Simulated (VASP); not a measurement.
# Ba3Rh (Pm-3m) in VASP: a series of runs

Runs on Ba3Rh. Level: PBE. Tasks: single point, relaxation of cell and atoms.

Everything below comes from runs of VASP 6.6.1. Logs are shortened: lines on timing, memory, paths and dates and some standing lists are left out, and cuts for length are marked.

## 1. The cell of the first run

It takes space group Pm-3m (No. 221, cubic). Conventional cell: a = 4.973 Å, b = 4.973 Å, c = 4.973 Å, α = 90.00°, β = 90.00°, γ = 90.00°. Ba (site symmetry 4/mmm) has 8 Ba at 3.52 Å and 4 Rh at 3.52 Å within 4.6 Å. Within 4.6 Å of Rh (site symmetry m-3m) lie 12 Ba at 3.52 Å.

## 2. Single point, PBE

The input, INCAR:

```
PREC = Accurate
ENCUT = 520
EDIFF = 1E-6
ISMEAR = 0
SIGMA = 0.1
LREAL = False
LASPH = True
NELM = 60
ALGO = Normal
ISIF = 2
LWAVE = False
LCHARG = False
GGA = PE
NBANDS = 30
```

The input, KPOINTS:

```
regular mesh
0
Gamma
  4 4 4
```

The input, POSCAR:

```
Ba3Rh
1.0
    4.9726917303      0.0000000000      0.0000000000
    0.0000000000      4.9726917303      0.0000000000
    0.0000000000      0.0000000000      4.9726917303
Ba Rh
3 1
Direct
    0.0000000000      0.5000000000      0.5000000000
    0.5000000000      0.0000000000      0.5000000000
    0.5000000000      0.5000000000      0.0000000000
    0.0000000000      0.0000000000      0.0000000000
```

Potentials or basis: VASP PAW PBE potentials, release 64 (Ba_sv, Rh_pv).

On the command line:

```console
$ cat potpaw_PBE.64/Ba_sv/POTCAR potpaw_PBE.64/Rh_pv/POTCAR > POTCAR
$ mpirun -np 1 vasp_std > vasp.out
```

OUTCAR:

```text
PREC = Accurate
   ENCUT = 520
   EDIFF = 1E-6
   ISMEAR = 0
   LREAL = False
   LASPH = True
   NELM = 60
   ISIF = 2
   GGA = PE

 ion  position               nearest neighbor table
   1  0.000  0.500  0.500-   2 3.52   3 3.52   4 3.52   3 3.52   4 3.52   2 3.52   4 3.52   4 3.52
                             2 3.52   3 3.52   3 3.52   2 3.52
   2  0.500  0.000  0.500-   1 3.52   3 3.52   4 3.52   3 3.52   4 3.52   1 3.52   3 3.52   3 3.52
                             1 3.52   4 3.52   4 3.52   1 3.52
   3  0.500  0.500  0.000-   1 3.52   2 3.52   4 3.52   1 3.52   2 3.52   2 3.52   4 3.52   2 3.52
                             1 3.52   4 3.52   1 3.52   4 3.52
   4  0.000  0.000  0.000-   1 3.52   2 3.52   3 3.52   1 3.52   2 3.52   1 3.52   3 3.52   1 3.52
                             2 3.52   3 3.52   2 3.52   3 3.52

  LATTYP: Found a simple cubic cell.
 ALAT       =     4.9726917303

  Lattice vectors:

 A1 = (   4.9726917303,   0.0000000000,   0.0000000000)
 A2 = (   0.0000000000,   4.9726917303,   0.0000000000)
 A3 = (   0.0000000000,   0.0000000000,   4.9726917303)

Analysis of symmetry for initial positions (statically):
=====================================================================
 Subroutine PRICEL returns:
 Original cell was already a primitive cell.

 Routine SETGRP: Setting up the symmetry group for a
 simple cubic supercell.

 Subroutine GETGRP returns: Found 48 space group operations
 (whereof 48 operations were pure point group operations)
 out of a pool of 48 trial point group operations.

The static configuration has the point symmetry O_h .

Analysis of symmetry for dynamics (positions and initial velocities):
=====================================================================
 Subroutine PRICEL returns:
 Original cell was already a primitive cell.

 Routine SETGRP: Setting up the symmetry group for a
 simple cubic supercell.

 Subroutine GETGRP returns: Found 48 space group operations
 (whereof 48 operations were pure point group operations)
 out of a pool of 48 trial point group operations.

The dynamic configuration has the point symmetry O_h .

 Subroutine INISYM returns: Found 48 space group operations
 (whereof 48 operations are pure point group operations),
 and found     1 'primitive' translations

----------------------------------------------------------------------------------------

                                     Primitive cell

  volume of cell :     122.9630

  direct lattice vectors                    reciprocal lattice vectors
     4.972691730  0.000000000  0.000000000     0.201098329  0.000000000  0.000000000
     0.000000000  4.972691730  0.000000000     0.000000000  0.201098329  0.000000000
     0.000000000  0.000000000  4.972691730     0.000000000  0.000000000  0.201098329

  length of vectors
     4.972691730  4.972691730  4.972691730     0.201098329  0.201098329  0.201098329

  position of ions in fractional coordinates (direct lattice)
     0.000000000  0.500000000  0.500000000
     0.500000000  0.000000000  0.500000000
     0.500000000  0.500000000  0.000000000
     0.000000000  0.000000000  0.000000000

  ion indices of the primitive-cell ions
   primitive index   ion index
                 1           1
                 2           2
                 3           3
                 4           4

----------------------------------------------------------------------------------------

 KPOINTS: regular mesh

Automatic generation of k-mesh.
 Grid dimensions read from file:
 generate k-points for:    4    4    4

 Generating k-lattice:

  Cartesian coordinates                     Fractional coordinates (reciprocal lattice)
     0.050274582  0.000000000  0.000000000     0.250000000  0.000000000  0.000000000
     0.000000000  0.050274582  0.000000000     0.000000000  0.250000000  0.000000000
     0.000000000  0.000000000  0.050274582     0.000000000  0.000000000  0.250000000

  Length of vectors
     0.050274582  0.050274582  0.050274582

  Shift w.r.t. Gamma in fractional coordinates (k-lattice)
     0.000000000  0.000000000  0.000000000

 Subroutine IBZKPT returns following result:
 ===========================================

 Found     10 irreducible k-points:

 Following reciprocal coordinates:
            Coordinates               Weight
  0.000000  0.000000  0.000000      1.000000
  0.250000  0.000000  0.000000      6.000000
  0.500000  0.000000  0.000000      3.000000
  0.250000  0.250000  0.000000     12.000000
  0.500000  0.250000  0.000000     12.000000
  0.500000  0.500000  0.000000      3.000000
  0.250000  0.250000  0.250000      8.000000
  0.500000  0.250000  0.250000     12.000000
  0.500000  0.500000  0.250000      6.000000
  0.500000  0.500000  0.500000      1.000000
   k-points           NKPTS =     10   k-points in BZ     NKDIM =     10   number of bands    NBANDS=     30
   number of dos      NEDOS =    301   number of ions     NIONS =      4
   total plane-waves  NPLWV =  64000
   dimension x,y,z NGX =    40 NGY =   40 NGZ =   40
   dimension x,y,z NGXF=    80 NGYF=   80 NGZF=   80
   ions per type =               3   1
   NGX,Y,Z   is equivalent  to a cutoff of  13.37, 13.37, 13.37 a.u.
   NGXF,Y,Z  is equivalent  to a cutoff of  26.75, 26.75, 26.75 a.u.
 SYSTEM =  unknown system
   PREC   = accura    normal or accurate (medium, high low for compatibility)
   ISTART =      0    job   : 0-new  1-cont  2-samecut
   ICHARG =      2    charge: 1-file 2-atom 10-const
   ISPIN  =      1    spin polarized calculation?
   LNONCOLLINEAR =      F non collinear calculations
   LSORBIT =      F    spin-orbit coupling
   LASPH  =      T    aspherical Exc in radial PAW
   ENCUT  =  520.0 eV  38.22 Ry    6.18 a.u.   9.25  9.25  9.25*2*pi/ulx,y,z
   NELM   =     60;   NELMIN=  2; NELMDL= -5     # of ELM steps
   EDIFF  = 0.1E-05   stopping-criterion for ELM
   LREAL  =      F    real-space projection
   EDIFFG = 0.1E-04   stopping-criterion for IOM
   NSW    =      0    number of steps for IOM
   IBRION =     -1    ionic relax: 0-MD 1-quasi-New 2-CG
   NFREE  =      0    steps in history (QN), initial steepest desc. (CG)
   ISIF   =      2    stress and relaxation
   ISYM   =      2    0-nonsym 1-usesym 2-fastsym
   POTIM  = 0.5000    time-step for ionic-motion
   TEBEG  =    0.0;   TEEND  =   0.0 temperature during run
   PSTRESS=    0.0 pullay stress
   NELECT =      45.0000    total number of electrons
   NUPDOWN=      -1.0000    fix difference up-down
   EMIN   =  10.00;   EMAX   =-10.00  energy-range for DOS
   EFERMI =   0.00;   METHOD = LEGACY
   ISMEAR =     0;   SIGMA  =   0.10  broadening in eV -4-tet -1-fermi 0-gaus
   EFERMI_NEDOS =   21; number of points for ismear=-14 and -15
   IALGO  =     38    algorithm
   IMIX   =      4    mixing-type and parameters
     AMIX     =   0.40;   BMIX     =  1.00
     AMIX_MAG =   1.60;   BMIX_MAG =  1.00
  volume/ion in A,a.u.               =      30.74       207.45
  Fermi-wavevector in a.u.,A,eV,Ry     =   1.170993  2.212855 18.656629  1.371224
  Thomas-Fermi vector in A             =   2.307443
   LORBIT       =      0    0 simple, 1 ext, 2 COOP (PROOUT), +10 PAW based schemes
   GGA     = PE    functional components
   LHFCALC =     F    Hartree Fock is set to
   AEXX    =    0.0000 exact exchange contribution
   IVDW    =     0    specifies the selected vdW correction
   LEPSILON=     F    determine dielectric tensor
   LRPA    =     F    only Hartree local field effects (RPA)
 non-spin polarized calculation
 Gauss-broadening in eV      SIGMA  =   0.10
  energy-cutoff  :      520.00
  volume of cell :      122.96
 maximum number of plane-waves:      3362
 NGX is ok and might be reduce to    40
   NGX = 19   NGY = 19   NGZ = 19

 number of electron      44.9999999 magnetization

 Free energy of the ion-electron system (eV)
  ---------------------------------------------------
  ext. energy  EPLUGINS =         0.00000000
  ---------------------------------------------------
  free energy    TOTEN  =       -11.36099480 eV

  energy without entropy =      -11.32934076  energy(sigma->0) =      -11.34516778

 E-fermi :   4.9435     XC(G=0):  -9.9419

 val. band max:        4.9333285807   @ k =   0.5000   0.2500   0.2500
 cond. band min:       4.9730440046   @ k =   0.5000   0.5000   0.5000
 fundamental gap:      0.0397154239
 Fermi energy:         4.9435462574

 k-point     1 :       0.0000    0.0000    0.0000
  band No.  band energies     occupation
      1     -40.5724      2.00000
      2     -40.5724      2.00000
      3     -40.5724      2.00000
      4     -23.9494      2.00000
      5     -23.3167      2.00000
      6     -23.3167      2.00000
[... 22 lines left out ...]
     29       8.9576      0.00000
     30       8.9576      0.00000

 k-point     2 :       0.2500    0.0000    0.0000
  band No.  band energies     occupation
      1     -40.5725      2.00000
      2     -40.5724      2.00000
      3     -40.5724      2.00000
      4     -23.8726      2.00000
      5     -23.4013      2.00000
      6     -23.3146      2.00000
[... 22 lines left out ...]
     29       7.6125      0.00000
     30       8.1682      0.00000

 k-point     3 :       0.5000    0.0000    0.0000
  band No.  band energies     occupation
      1     -40.5726      2.00000
      2     -40.5724      2.00000
      3     -40.5724      2.00000
      4     -23.7459      2.00000
      5     -23.5358      2.00000
      6     -23.3126      2.00000
[... 22 lines left out ...]
     29       7.8015      0.00000
     30       7.8026      0.00000

 k-point     4 :       0.2500    0.2500    0.0000
  band No.  band energies     occupation
      1     -40.5725      2.00000
      2     -40.5725      2.00000
      3     -40.5724      2.00000
      4     -23.8030      2.00000
      5     -23.4249      2.00000
      6     -23.3625      2.00000
[... 154 lines left out ...]
     29       6.7590      0.00000
     30       6.8451      0.00000

 k-point     9 :       0.5000    0.5000    0.2500
  band No.  band energies     occupation
      1     -40.5725      2.00000
      2     -40.5725      2.00000
      3     -40.5724      2.00000
      4     -23.5281      2.00000
      5     -23.5261      2.00000
      6     -23.5261      2.00000
[... 22 lines left out ...]
     29       7.1844      0.00000
     30       7.4754      0.00000

 k-point    10 :       0.5000    0.5000    0.5000
  band No.  band energies     occupation
      1     -40.5725      2.00000
      2     -40.5725      2.00000
      3     -40.5725      2.00000
      4     -23.5234      2.00000
      5     -23.5234      2.00000
      6     -23.5234      2.00000
[... 22 lines left out ...]
     29       7.6237      0.00000
     30       7.6237      0.00000

------------------------ aborting loop because EDIFF is reached ----------------------------------------

  FORCE on cell =-STRESS in cart. coord.  units (eV):
  Direction    XX          YY          ZZ          XY          YZ          ZX
  --------------------------------------------------------------------------------------
  -------------------------------------------------------------------------------------
  Total        4.9477695      4.9477695      4.9477695      0.0000000     -0.0000000      0.0000000
  in kB       64.4681824     64.4681824     64.4681824      0.0000000     -0.0000000      0.0000000
  external PRESSURE =      64.4681824 kB  Pullay stress =       0.0000000 kB

 VOLUME and BASIS-vectors are now :
 -----------------------------------------------------------------------------
  energy-cutoff  :      520.00
  volume of cell :      122.96
      direct lattice vectors                 reciprocal lattice vectors
     4.972691730  0.000000000  0.000000000     0.201098329  0.000000000  0.000000000
     0.000000000  4.972691730  0.000000000     0.000000000  0.201098329  0.000000000
     0.000000000  0.000000000  4.972691730     0.000000000  0.000000000  0.201098329

 POSITION                                       TOTAL-FORCE (eV/Angst)
 -----------------------------------------------------------------------------------
      0.00000      2.48635      2.48635         0.000000      0.000000      0.000000
      2.48635      0.00000      2.48635         0.000000      0.000000      0.000000
      2.48635      2.48635      0.00000         0.000000      0.000000      0.000000
      0.00000      0.00000      0.00000         0.000000      0.000000      0.000000
 -----------------------------------------------------------------------------------
    total drift:                                0.000000     -0.000000     -0.000000

  FREE ENERGIE OF THE ION-ELECTRON SYSTEM (eV)
  ---------------------------------------------------
  free  energy   TOTEN  =       -11.3609948016 eV

  energy  without entropy=      -11.3293407631  energy(sigma->0) =      -11.34516778
```

Wall time 23 s (1 thread of Intel Xeon 6975P-C (Granite Rapids), shared host); peak memory 0.25 GiB.

What came out:

```yaml
Free_energy: -11.3610 eV
Pressure: 6.4 GPa
Band_gap_on_the_k_mesh: zero (an odd number of electrons rules out a gap without spin polarisation)
```

Caveat: the cell stands under pressure; spin-orbit coupling is left out, which moves the levels of the heavy elements.

## 3. Single point, PBE

This run uses another cell than the first one, of 36.83 Å³/atom.

The input, INCAR:

```
SYSTEM = Ba3Rh
  PREC = Accurate
  ENCUT = 520
  EDIFF = 1E-6
  ISMEAR = 0
  SIGMA = 0.1
  LREAL = .FALSE.
  LASPH = .TRUE.
  NELM = 60
  ALGO = Normal
  ISIF = 2
  LWAVE = .FALSE.
  LCHARG = .FALSE.
  GGA = PE
  NBANDS = 30
```

The input, KPOINTS:

```
regular mesh
0
G
  4 4 4
  0 0 0
```

The input, POSCAR:

```
Ba3Rh
1.0
    5.2814484053      0.0000000000      0.0000000000
    0.0000000000      5.2814484053      0.0000000000
    0.0000000000      0.0000000000      5.2814484053
Ba Rh
3 1
Direct
    0.0000000000      0.5000000000      0.5000000000
    0.5000000000      0.0000000000      0.5000000000
    0.5000000000      0.5000000000      0.0000000000
    0.0000000000      0.0000000000      0.0000000000
```

Potentials or basis: VASP PAW PBE potentials, release 64 (Ba_sv, Rh_pv).

On the command line:

```console
$ cat potpaw_PBE.64/Ba_sv/POTCAR potpaw_PBE.64/Rh_pv/POTCAR > POTCAR
$ mpirun -np 1 vasp_std > vasp.out
```

Run time: 24 s. Hardware: 1 thread of Intel Xeon 6975P-C (Granite Rapids), shared host; peak memory 0.26 GiB.

The run converged. Its results:

| Property | Result |
| --- | --- |
| Free energy | -11.8665 eV |
| Pressure | 0.9 GPa |
| Band gap on the k mesh | zero (an odd number of electrons rules out a gap without spin polarisation) |

Levels at points of the mesh, in eV from the Fermi level:
```csv
k point,band 20,band 21,band 22,band 23,band 24,band 25
"(0.00, 0.00, 0.00)",-1.65,-1.65,-1.65,0.40,0.40,0.40
"(0.50, 0.00, 0.00)",-1.07,-1.07,-0.86,-0.82,0.12,0.61
"(0.50, 0.50, 0.00)",-1.08,-0.93,-0.16,-0.16,0.05,0.73
"(0.50, 0.50, 0.50)",-1.04,-1.04,0.07,0.07,0.07,1.98
```

Caveat: spin-orbit coupling is left out, which moves the levels of the heavy elements.

## 4. Relaxation of cell and atoms, PBE

The input, INCAR:

```
SYSTEM = Ba3Rh
PREC = Accurate ; ENCUT = 600
EDIFF = 1E-6 ; ISMEAR = 0
SIGMA = 0.1 ; LREAL = .False.
LASPH = .True. ; NELM = 80
ALGO = Fast ; ISIF = 3
LWAVE = .False. ; LCHARG = .False.
GGA = PE ; IBRION = 2
NSW = 90 ; EDIFFG = -0.04
```

The input, KPOINTS:

```
Automatic mesh
0
Gamma
  4 4 4
  0 0 0
```

The input, POSCAR:

```
Ba3Rh
1.0
    4.9726917303      0.0000000000      0.0000000000
    0.0000000000      4.9726917303      0.0000000000
    0.0000000000      0.0000000000      4.9726917303
Ba Rh
3 1
Direct
    0.0000000000      0.5000000000      0.5000000000
    0.5000000000      0.0000000000      0.5000000000
    0.5000000000      0.5000000000      0.0000000000
    0.0000000000      0.0000000000      0.0000000000
```

On the command line:

```console
$ cat potpaw_PBE.64/Ba_sv/POTCAR potpaw_PBE.64/Rh_pv/POTCAR > POTCAR
$ mpirun -np 1 vasp_std > vasp.out
```

Wall time 2 min (1 thread of Intel Xeon 6975P-C (Granite Rapids), shared host); peak memory 0.26 GiB.

The run converged. Its results:

* Free energy: -11.8800 eV
* Relaxed volume: 38.42 Å³/atom
* Relaxed cell: a = 5.356 Å, b = 5.356 Å, c = 5.356 Å, α = 90.00°, β = 90.00°, γ = 90.00°
* Space group after relaxing (to 0.1 Å): Pm-3m (No. 221)
* Energy gained by relaxing: 129.8 meV/atom
* Ionic steps: 4
* Pressure after relaxing: 0.0 GPa
* Band gap on the k mesh: zero (an odd number of electrons rules out a gap without spin polarisation)

The path:
```tsv
step	energy change (eV)	largest force (eV/Å)	pressure (GPa)	volume (Å³)
1	0.0000	0.0000	6.41	122.96
2	-0.4945	0.0000	1.10	146.18
3	-0.5147	0.0000	-0.43	156.93
4	-0.5192	0.0000	0.00	153.68
```

Final structure:
```xyz
4
Lattice="5.3564 0.0000 0.0000 0.0000 5.3564 0.0000 0.0000 0.0000 5.3564" Properties=species:S:1:pos:R:3 pbc="T T T"
Ba    0.0000    2.6782    2.6782
Ba    2.6782    0.0000    2.6782
Ba    2.6782    2.6782    0.0000
Rh    0.0000    0.0000    0.0000
```

Levels at points of the mesh, in eV from the Fermi level:
| k point | band 19 | band 20 | band 21 | band 22 | band 23 | band 24 | band 25 | band 26 |
| --- | --- | --- | --- | --- | --- | --- | --- | --- |
| (0.00, 0.00, 0.00) | -1.79 | -1.53 | -1.53 | -1.53 | 0.43 | 0.43 | 0.43 | 1.06 |
| (0.50, 0.00, 0.00) | -1.28 | -1.00 | -1.00 | -0.81 | -0.77 | 0.18 | 0.62 | 0.62 |
| (0.50, 0.50, 0.00) | -1.01 | -1.01 | -0.86 | -0.21 | -0.21 | 0.13 | 0.62 | 0.80 |
| (0.50, 0.50, 0.50) | -1.63 | -0.96 | -0.96 | 0.08 | 0.08 | 0.08 | 1.97 | 1.97 |

Caveat: the volume moved by over 15 % at a fixed basis, so the end points are rough; spin-orbit coupling is left out, which moves the levels of the heavy elements.

## 5. Overview

| task | cell | cutoff (eV) | gap on the mesh (eV) | pressure (GPa) |
| --- | --- | --- | --- | --- |
| single point | a = 4.973 Å, 4 atoms | 520 | none | 6.4 |
| single point | a = 5.281 Å, 4 atoms | 520 | none | 0.9 |
| relaxation of cell and atoms | relaxed from a = 4.973 Å, 4 atoms | 600 | none | 0.0 |

Alike in all rows: level PBE; potentials or basis VASP PAW PBE potentials, release 64 (Ba_sv, Rh_pv); no spin polarisation; k mesh 4 × 4 × 4; smearing gaussian 0.1 eV.

Caveats: spin-orbit coupling is left out, which moves the levels of the heavy elements; the cell stands under pressure (at least some runs); the volume moved by over 15 % at a fixed basis, so the end points are rough (at least some runs).

Total energies depend on the potentials used, so only differences within one code and one set of settings carry meaning.
